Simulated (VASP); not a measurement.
Runs of VASP 6.6.1 on Hf. The structure is that of space group Im-3m (No. 229), or close to it. The cells are those of the table. 

| cell | gap on the mesh (eV) | pressure (GPa) |
| --- | --- | --- |
| a = 3.023 Å, angles 109.5°, 1 atom | none | (a) |
| a = 3.126 Å, angles 109.5°, 1 atom | none | -9.3 |
| a = 3.062 Å, angles 109.5°, 1 atom | none | -4.1 |
| a = 3.025 Å, angles 109.5°, 1 atom | none | -0.5 |

Alike in all rows: task single point; level PBEsol; potentials or basis VASP PAW PBE potentials, release 64 (Hf_pv); no spin polarisation; k mesh 18 × 18 × 18; cutoff (eV) 520; smearing gaussian 0.05 eV.

Question: Estimate the missing entries.

Answer: (a) -0.3.

Caveats: the PAW data sets were made with another functional, which shifts forces and pressure a little; spin-orbit coupling is left out, which moves the levels of the heavy elements.

A k mesh can miss the band edges, and the runs leave out spin-orbit coupling on Hf.

A gap of «none» marks levels without a gap at the run's occupations.
